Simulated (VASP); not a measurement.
# CuO in VASP: further runs, part 2 of 2

VASP 6.6.1. Earlier steps stand in the parts before.

## Step 3: Single point, PBEsol+U

This run uses another cell than the first one, of 10.84 Å³/atom.

INCAR reads:

```
SYSTEM = CuO
ALGO = Normal
EDIFF = 1E-6
ENCUT = 520
GGA = PS
ISIF = 2
ISMEAR = -1
LASPH = .True.
LCHARG = .False.
LDAU = .True.
LDAUJ = 0 0
LDAUL = 2 -1
LDAUPRINT = 1
LDAUTYPE = 2
LDAUU = 5 0
LMAXMIX = 4
LREAL = .False.
LWAVE = .False.
NBANDS = 25
NELM = 150
PREC = Accurate
SIGMA = 0.05
```

KPOINTS reads:

```
k-points
0
Gamma
  9 9 5
  0 0 0
```

POSCAR reads:

```
CuO
1.0
    2.9113786551     -0.0134074712     -0.0025177723
    0.0260988754      2.9109253880     -0.0024759896
    0.0130826976      0.0129641775      5.1164917240
Cu O
2 2
Direct
    0.0000000000      0.5000000000      0.0000000000
    0.5000000000      0.0000000000      0.5000000000
    0.9993536654      0.0006279489      0.7500152274
    0.0006463346      0.9993720511      0.2499847726
```

Potentials or basis: VASP PAW PBE potentials, release 64 (Cu, O).

The run is started by

```console
> cat potpaw_PBE.64/Cu/POTCAR potpaw_PBE.64/O/POTCAR > POTCAR
> mpirun -np 1 vasp_std > vasp.out
```

OUTCAR:

```text
SYSTEM = CuO
   EDIFF = 1E-6
   ENCUT = 520
   GGA = PS
   ISIF = 2
   ISMEAR = -1
   LASPH = .True.
   LREAL = .False.
   NELM = 150
   PREC = Accurate

 ion  position               nearest neighbor table
   1  0.000  0.500  0.000-   3 1.94   4 1.94   4 1.94   3 1.94
   2  0.500  0.000  0.500-   4 1.94   3 1.94   4 1.94   3 1.94
   3  0.999  0.001  0.750-   1 1.94   2 1.94   1 1.94   2 1.94
   4  0.001  0.999  0.250-   1 1.94   2 1.94   1 1.94   2 1.94

  LATTYP: Found a base centered monoclinic cell.
 ALAT       =    20.8875366207
 B/A-ratio  =     0.1966775394
 C/A-ratio  =     0.2449558781
 COS(beta)  =    -0.9802955136
[... 940 lines left out ...]
  --------------------------------------------------------------------------------------
  -------------------------------------------------------------------------------------
  Total       -1.2953761     -1.2902917     -1.6610096     -0.0067867     -0.0063680     -0.0055163
  in kB      -47.8613110    -47.6734555    -61.3706692     -0.2507542     -0.2352832     -0.2038134
  external PRESSURE =     -52.3018119 kB  Pullay stress =       0.0000000 kB

 VOLUME and BASIS-vectors are now :
 -----------------------------------------------------------------------------
  energy-cutoff  :      520.00
  volume of cell :       43.36
      direct lattice vectors                 reciprocal lattice vectors
     2.911378655 -0.013407471 -0.002517772     0.343464945 -0.003080190 -0.000870424
     0.026098875  2.910925388 -0.002475990     0.001581214  0.343518446 -0.000874451
     0.013082698  0.012964178  5.116491724     0.000169781  0.000164721  0.195445570

 POSITION                                       TOTAL-FORCE (eV/Angst)
 -----------------------------------------------------------------------------------
      0.01305      1.45546     -0.00124        -0.000000      0.000000      0.000000
      1.46223     -0.00022      2.55699        -0.000000      0.000000     -0.000000
      2.91933     -0.00185      3.83493         0.000194      0.000185     -0.001659
      0.03123      2.91233      1.27657        -0.000194     -0.000185      0.001659
 -----------------------------------------------------------------------------------
    total drift:                                0.000000     -0.000000     -0.000000

  FREE ENERGIE OF THE ION-ELECTRON SYSTEM (eV)
  ---------------------------------------------------
  free  energy   TOTEN  =       -18.1031192802 eV

  energy  without entropy=      -18.0841835382  energy(sigma->0) =      -18.09365141
```

It took 1.7 min on 1 thread of Intel Xeon Platinum 8488C (Sapphire Rapids), shared host; peak memory 0.3 GiB.

Results:

* Free energy: -18.1031 eV
* Pressure: -5.2 GPa
* Band gap on the k mesh: zero (bands 17 and 18 overlap by 1.03 eV)

Stress tensor (GPa, compression positive):
```
-4.79 -0.03 -0.02
-0.03 -4.77 -0.02
-0.02 -0.02 -6.14
```

Eigenvalues of the final occupation matrices:
| site | spin | trace | eigenvalues |
| --- | --- | --- | --- |
| site 1 d | 1 | 4.65 | 0.80 0.94 0.96 0.96 0.98 |
| site 1 d | 2 | 4.65 | 0.80 0.94 0.96 0.96 0.98 |
| site 2 d | 1 | 4.65 | 0.80 0.94 0.96 0.96 0.98 |
| site 2 d | 2 | 4.65 | 0.80 0.94 0.96 0.96 0.98 |

Caveat: the cell stands under tension; the PAW data sets were made with another functional, which shifts forces and pressure a little; U without spin polarisation on a metal has little footing.

## Step 4: Single point, PBE

This run uses another cell than the first one, of 10.30 Å³/atom.

INCAR reads:

```
PREC     = Accurate       # precision mode
ENCUT    = 1340           # plane-wave cutoff, eV
EDIFF    = 1E-6           # SCF threshold, eV
ISMEAR   = -1             # smearing method
SIGMA    = 0.05           # smearing width, eV
LREAL    = F              # projectors in reciprocal space
LASPH    = T              # aspherical terms in the spheres
NELM     = 120            # most SCF steps
ALGO     = Normal         # electronic algorithm
ISIF     = 2              # what is computed and relaxed
LWAVE    = F              # write WAVECAR
LCHARG   = T              # write CHGCAR
GGA      = PE             # functional
LELF     = T              # ELF
LVHAR    = T            
NBANDS   = 33             # bands
GGA_COMPAT= F
```

KPOINTS reads:

```
regular mesh
0
Gamma
  9 9 5
```

POSCAR reads:

```
CuO
1.0
    2.8405840181      0.0000000000      0.0000000000
    0.0385446830      2.8403655272      0.0000000000
    0.0172589332      0.0170118330      5.1063800938
Cu O
2 2
Direct
    0.0000000000      0.5000000000      0.0000000000
    0.5000000000      0.0000000000      0.5000000000
    0.9984239700      0.0016717800      0.7498871000
    0.0015760300      0.9983282200      0.2501129000
```

Potentials or basis: VASP PAW PBE potentials, release 64 (Cu_sv_GW, O_h).

The run is started by

```console
> cat potpaw_PBE.64/Cu_sv_GW/POTCAR potpaw_PBE.64/O_h/POTCAR > POTCAR
> mpirun -np 1 vasp_std > vasp.out
```

Run time: 16 min. Hardware: 1 thread of Intel Xeon Platinum 8488C (Sapphire Rapids), shared host; peak memory 1.1 GiB.

It converged, with:

```yaml
Free_energy: -19.7749 eV
Pressure: 13.7 GPa
Largest_force: 0.012 eV/Å
Band_gap_on_the_k_mesh: zero (bands 25 and 26 overlap by 0.97 eV)
```

Forces on the atoms (eV/Å):
```
Cu   0.000  0.000  0.000
Cu   0.000  0.000  0.000
O    0.000 -0.002  0.012
O    0.000  0.002 -0.012
```

Stress tensor (GPa, compression positive):
```
13.28  0.01  0.03
 0.01 13.21  0.05
 0.03  0.05 14.52
```

Levels at points of the mesh, in eV from the Fermi level:
```
           k point  band 22  band 23  band 24  band 25  band 26  band 27  band 28  band 29
(0.00, 0.00, 0.00)    -2.57    -2.48    -2.16     0.68     0.72     1.58     6.19     7.51
```

Caveat: the cell stands under pressure; semilocal functionals often make such compounds metallic where correlation or magnetic order opens a gap, which also shifts bond lengths. With open d or f shells a metallic result of PBE can be an artefact of self-interaction; +U or a hybrid may open a gap.

## Step 5: Overview

| level | potentials or basis | U | cell | cutoff (eV) | gap on the mesh (eV) | pressure (GPa) |
| --- | --- | --- | --- | --- | --- | --- |
| PBEsol+U | VASP PAW PBE potentials, release 64 (Cu, O) | Cu d U = 4.0 eV | a = 2.907, b = 2.907, c = 5.111 Å, angles 89.9, 89.9, 89.7°, 4 atoms, atomic positions A | 520 | none | -4.0 |
| PBEsol+U | VASP PAW PBE potentials, release 64 (Cu, O) | Cu d U = 5.0 eV | a = 2.911, b = 2.911, c = 5.117 Å, angles 89.9, 89.9, 89.8°, 4 atoms, atomic positions A | 520 | none | -5.2 |
| PBE | VASP PAW PBE potentials, release 64 (Cu_sv_GW, O_h) | - | a = 2.841, b = 2.841, c = 5.106 Å, angles 89.8, 89.8, 89.2°, 4 atoms, atomic positions B | 1340 | none | 13.7 |

Alike in all rows: task single point; no spin polarisation; k mesh 9 × 9 × 5; smearing fermi-dirac 0.05 eV.

Caveats: the cell stands under tension (at least some runs); the PAW data sets were made with another functional, which shifts forces and pressure a little (at least some runs); U without spin polarisation on a metal has little footing (at least some runs); the cell stands under pressure (at least some runs); semilocal functionals often make such compounds metallic where correlation or magnetic order opens a gap, which also shifts bond lengths (at least some runs).

Total energies depend on the potentials used, so only differences within one code and one set of settings carry meaning.
